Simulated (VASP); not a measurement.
Runs of VASP 6.6.1 on Ba. The structure is that of space group P6_3/mmc (No. 194), or close to it. The cells are those of the table. This isn't the form of Ba at room conditions, which is bcc.

```csv
cell,k mesh,gap on the mesh (eV),pressure (GPa)
"a = 4.233, b = 4.233, c = 6.862 Å, angles 90.0, 90.0, 120.0°, 2 atoms",8 × 8 × 5,none,0.1
"a = 4.233, b = 4.233, c = 6.862 Å, angles 90.0, 90.0, 120.0°, 2 atoms",10 × 10 × 5,none,0.1
"a = 4.343, b = 4.343, c = 7.041 Å, angles 90.0, 90.0, 120.0°, 2 atoms",10 × 10 × 5,none,-0.6
"a = 4.176, b = 4.176, c = 6.770 Å, angles 90.0, 90.0, 120.0°, 2 atoms",10 × 10 × 5,none,0.5
"a = 4.117, b = 4.117, c = 6.674 Å, angles 90.0, 90.0, 120.0°, 2 atoms",10 × 10 × 5,none,(a)
```

Alike in all rows: task single point; level LDA; potentials or basis VASP PAW LDA potentials, release 64 (Ba_sv); no spin polarisation; cutoff (eV) 500; smearing fermi-dirac 0.1 eV.

**Question.** Estimate the missing entries.

**Answer.** (a) 1.0.

Caveats: spin-orbit coupling is left out, which moves the levels of the heavy elements.

A k mesh can miss the band edges, and the runs leave out spin-orbit coupling on Ba.

A gap of «none» marks levels without a gap at the run's occupations.
